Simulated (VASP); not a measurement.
A run of VASP 6.6.1:

The input INCAR:

```
  ALGO = Normal
  EDIFF = 1E-6
  ENCUT = 520
  GGA = PS
  ISIF = 2
  ISMEAR = 0
  IVDW = 12
  LASPH = T
  LCHARG = T
  LELF = T
  LREAL = F
  LVHAR = T
  LWAVE = F
  NBANDS = 18
  NELM = 60
  PREC = Accurate
  SIGMA = 0.15
```

KPOINTS

```
k-points
0
Gamma
  12 12 8
```

File POSCAR:

```
PtSe2
1.0
    3.4584497593      0.0000000000      0.0000000000
   -1.7292248796      2.7522589696      0.0000000000
    0.0000000000      0.0000000000      4.6296715343
Pt Se
1 2
Direct
    0.0000000000      0.0000000000      0.0000000000
    0.3333333333      0.6666666667      0.2721511594
    0.6666666667      0.3333333333      0.7278488406
```

Potentials or basis: VASP PAW PBE potentials, release 64 (Pt, Se).

Run with:

```console
$ cat potpaw_PBE.64/Pt/POTCAR potpaw_PBE.64/Se/POTCAR > POTCAR
$ mpirun -np 1 vasp_std > vasp.out
```

Hardware: 1 thread of AMD EPYC 9R45 (Zen 5), with other jobs on the host.

**Question.** How long does it take, and how much memory?

**Answer.** Run time: 3.1 min on 1 thread of AMD EPYC 9R45 (Zen 5), on a shared host, peak memory 0.34 GiB. Counts: scf iterations 13, k points 320.
